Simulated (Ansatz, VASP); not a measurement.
**Eu: VASP beside Ansatz**

```
Eu
1.0
    -2.08307    2.08307    2.08307
     2.08307   -2.08307    2.08307
     2.08307    2.08307   -2.08307
Eu
1
Direct
  0.00000 0.00000 0.00000
```

Change from the starting cell: volume scaled by 0.74, PAW files.

Alike in both runs: task single point; functional PBE; k mesh 10 × 10 × 10; occupations fermi-dirac, width 0.05 eV; collinear spin.

```csv
,VASP,Ansatz
version,VASP 6.6.1,Ansatz 0.2.0
potentials or method,"VASP PAW PBE potentials, release 64 (Eu)","PAW with Ansatz's default frozen-core files, scalar-relativistic"
plane-wave cutoff (eV),520,420
valence electrons in the cell,17,17
```

```csv
,VASP,Ansatz,Ansatz less VASP
pressure (GPa),2.6,2.8,+0.22
net moment per atom (μB),7.23,7.24,+0.009
size of the moment on the site where the two differ most (μB),6.65,6.97,+0.319
```

Site moments also hang on the region over which each program counts them. The functional is the same, so the differences come from potentials, cutoffs and numerics.

Neither program's run includes spin-orbit coupling.
